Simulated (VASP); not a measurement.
# InPd in VASP: a series of runs, part 2 of 2

VASP 6.6.1. Earlier steps stand in the parts before.

## 4. Single point, PBE (atoms moved at random)

File INCAR:

```
PREC = Accurate
ENCUT = 520
EDIFF = 1E-7
ISMEAR = -1
SIGMA = 0.05
LREAL = False
LASPH = True
NELM = 100
ALGO = Fast
ISIF = 2
LWAVE = False
LCHARG = False
GGA = PE
NBANDS = 18
```

File KPOINTS:

```
regular mesh
0
Gamma
  8 8 8
```

File POSCAR:

```
InPd
1.0
    3.2718847800      0.0000000000      0.0000000000
    0.0000000000      3.2718847800      0.0000000000
    0.0000000000      0.0000000000      3.2718847800
In Pd
1 1
Direct
   -0.0067690000      0.0003210000      0.0083760000
    0.4891010000      0.5068780000      0.4918490000
```

Potentials or basis: VASP PAW PBE potentials, release 64 (In_d, Pd).

Started as:

```sh
$ cat potpaw_PBE.64/In_d/POTCAR potpaw_PBE.64/Pd/POTCAR > POTCAR
$ mpirun -np 1 vasp_std > vasp.out
```

OUTCAR:

```text
PREC = Accurate
   ENCUT = 520
   EDIFF = 1E-7
   ISMEAR = -1
   LREAL = False
   LASPH = True
   NELM = 100
   ISIF = 2
   GGA = PE

 ion  position               nearest neighbor table
   1  0.993  0.000  0.008-   2 2.78   2 2.80   2 2.81   2 2.82   2 2.85   2 2.86   2 2.87   2 2.89

   2  0.489  0.507  0.492-   1 2.78   1 2.80   1 2.81   1 2.82   1 2.85   1 2.86   1 2.87   1 2.89

  LATTYP: Found a simple cubic cell.
 ALAT       =     3.2718847800

  Lattice vectors:

 A1 = (   3.2718847800,   0.0000000000,   0.0000000000)
 A2 = (   0.0000000000,   3.2718847800,   0.0000000000)
 A3 = (   0.0000000000,   0.0000000000,   3.2718847800)

Analysis of symmetry for initial positions (statically):
=====================================================================
 Subroutine PRICEL returns:
 Original cell was already a primitive cell.

 Routine SETGRP: Setting up the symmetry group for a
 simple cubic supercell.

 Subroutine GETGRP returns: Found  1 space group operations
[... 154 lines left out ...]

 number of electron      22.9999999 magnetization

 Free energy of the ion-electron system (eV)
  ---------------------------------------------------
  ext. energy  EPLUGINS =         0.00000000
  ---------------------------------------------------
  free energy    TOTEN  =        -8.73063147 eV

  energy without entropy =       -8.72047689  energy(sigma->0) =       -8.72555418

 E-fermi :  10.4081     XC(G=0): -12.2306

 val. band max:       10.3884922464   @ k =   0.1250   0.3750   0.3750
 cond. band min:      10.4195215756   @ k =   0.5000   0.5000   0.5000
 fundamental gap:      0.0310293293
 Fermi energy:        10.4081428899

 k-point     1 :       0.0000    0.0000    0.0000
  band No.  band energies     occupation
      1      -4.4802      2.00000
      2      -4.4801      2.00000
      3      -4.0732      2.00000
      4      -4.0717      2.00000
      5      -4.0713      2.00000
      6       0.4294      2.00000
[... 481 lines left out ...]
      5      -4.0745      2.00000
      6       1.6481      2.00000
[... 10 lines left out ...]
     17      23.1066      0.00000
     18      25.1944      0.00000

 [... further k-points ...]
[... 5 lines left out ...]
  --------------------------------------------------------------------------------------
  -------------------------------------------------------------------------------------
  Total        0.8546207      0.8521129      0.8297316     -0.0062458     -0.0247746      0.0156514
  in kB       39.0921909     38.9774753     37.9537084     -0.2856942     -1.1332435      0.7159304
  external PRESSURE =      38.6744582 kB  Pullay stress =       0.0000000 kB

 VOLUME and BASIS-vectors are now :
 -----------------------------------------------------------------------------
  energy-cutoff  :      520.00
  volume of cell :       35.03
      direct lattice vectors                 reciprocal lattice vectors
     3.271884780  0.000000000  0.000000000     0.305634234  0.000000000  0.000000000
     0.000000000  3.271884780  0.000000000     0.000000000  0.305634234  0.000000000
     0.000000000  0.000000000  3.271884780     0.000000000  0.000000000  0.305634234

 POSITION                                       TOTAL-FORCE (eV/Angst)
 -----------------------------------------------------------------------------------
      3.24974      0.00105      0.02741        -0.058073      0.091781     -0.228441
      1.60028      1.65845      1.60927         0.058073     -0.091781      0.228441
 -----------------------------------------------------------------------------------
    total drift:                               -0.000457      0.000051      0.000272

  FREE ENERGIE OF THE ION-ELECTRON SYSTEM (eV)
  ---------------------------------------------------
  free  energy   TOTEN  =        -8.7306314698 eV

  energy  without entropy=       -8.7204768941  energy(sigma->0) =       -8.72555418
```

OSZICAR:

```text
N       E                     dE             d eps       ncg     rms          rms(c)
DAV:   1     0.169091265153E+03    0.16909E+03   -0.11177E+04  9562   0.167E+03
DAV:   2     0.415103660808E+00   -0.16868E+03   -0.16180E+03  9482   0.368E+02
DAV:   3    -0.872999451702E+01   -0.91451E+01   -0.90581E+01 10700   0.905E+01
DAV:   4    -0.893278231753E+01   -0.20279E+00   -0.20264E+00 11298   0.121E+01
DAV:   5    -0.894220841803E+01   -0.94261E-02   -0.94254E-02 12464   0.252E+00    0.646E+00
RMM:   6    -0.877241023649E+01    0.16980E+00   -0.26768E-01 10742   0.578E+00    0.327E+00
RMM:   7    -0.873653840815E+01    0.35872E-01   -0.51800E-02 11168   0.231E+00    0.126E+00
RMM:   8    -0.873107498579E+01    0.54634E-02   -0.17103E-02 11570   0.124E+00    0.363E-01
RMM:   9    -0.873052646901E+01    0.54852E-03   -0.31427E-03 13202   0.911E-01    0.117E-01
RMM:  10    -0.873062635399E+01   -0.99885E-04   -0.10178E-03 13901   0.322E-01    0.454E-02
RMM:  11    -0.873062624984E+01    0.10416E-06   -0.18616E-04 14170   0.153E-01    0.286E-02
RMM:  12    -0.873063180358E+01   -0.55537E-05   -0.55334E-05 14902   0.630E-02    0.220E-02
RMM:  13    -0.873063188078E+01   -0.77206E-07   -0.91984E-06 12268   0.299E-02    0.123E-02
RMM:  14    -0.873063132452E+01    0.55626E-06   -0.34383E-06 14932   0.154E-02    0.874E-03
RMM:  15    -0.873063146216E+01   -0.13763E-06   -0.89789E-07 11760   0.789E-03    0.149E-03
RMM:  16    -0.873063146980E+01   -0.76429E-08   -0.17828E-07  6076   0.344E-03
   1 F= -.87306315E+01 E0= -.87255542E+01  d E =-.101546E-01
```

stdout:

```text
POSCAR found type information on POSCAR InPd
 POSCAR found :  2 types and       2 ions
 scaLAPACK will be used
 LDA part: xc-table for (Slater+PW92), standard interpolation
 POSCAR, INCAR and KPOINTS ok, starting setup
 FFT: planning ... GRIDC
 FFT: planning ... GRID_SOFT
 FFT: planning ... GRID
 WAVECAR not read
 entering main loop
WARNING in EDDRMM: call to ZHEGV failed, returncode =   6  3     16
WARNING in EDDRMM: call to ZHEGV failed, returncode =   6  3     16
WARNING in EDDRMM: call to ZHEGV failed, returncode =   8  4     18
WARNING in EDDRMM: call to ZHEGV failed, returncode =   6  3     18
 num prob  num prob RMM:  15    -0.873063146216E+01   -0.13763E-06   -0.89789E-07 11760   0.789E-03    0.149E-03
 num prob  num prob  num prob  num prob  num prob  num prob  num prob  num prob  num prob  num prob  num prob  num prob  num prob  num prob  num prob  num prob  num prob  num prob  num prob  num prob  num prob  num prob  num prob  num prob WARNING in EDDRMM: call to ZHEGV failed, returncode =   8  4     17
 num prob  num prob  num prob  num prob  num prob  num prob  num prob  num prob  num prob  num prob  num prob  num prob  num prob  num prob  num prob  num prob  num prob  num prob  num prob  num prob  num prob  num prob  num prob  num prob  num prob  num prob  num prob  num prob  num prob  num prob  num prob  num prob  num prob  num prob  num prob  num prob  num prob  num prob  num prob  num prob  num prob  num prob  num prob  num prob  num prob  num prob  num prob  num prob  num prob RMM:  16    -0.873063146980E+01   -0.76429E-08   -0.17828E-07  6076   0.344E-03
```

It took 2.1 min on 1 thread of Intel Xeon Platinum 8375C at 2.90GHz (Ice Lake), shared host; peak memory 0.27 GiB.

What came out:

| Property | Result |
| --- | --- |
| Free energy | -8.7306 eV |
| Pressure | 3.9 GPa |
| Largest force | 0.253 eV/Å |

Forces on the atoms (eV/Å):
```
In  -0.058  0.092 -0.228
Pd   0.058 -0.092  0.228
```

Caveat: the cell differs from its parent crystal (atoms moved at random); spin-orbit coupling is left out, which moves the levels of the heavy elements.

## 5. Summary

```tsv
cell	gap on the mesh (eV)	pressure (GPa)
a = 3.315 Å, 2 atoms	none	-1.1
a = 3.336 Å, 2 atoms	none	-3.1
a = 3.272 Å, 2 atoms	none	3.9
```

Alike in all rows: task single point; level PBE; potentials or basis VASP PAW PBE potentials, release 64 (In_d, Pd); no spin polarisation; k mesh 8 × 8 × 8; cutoff (eV) 520; smearing fermi-dirac 0.05 eV.

Caveats: spin-orbit coupling is left out, which moves the levels of the heavy elements.

Absolute energies hang on the potentials; compare differences alone.
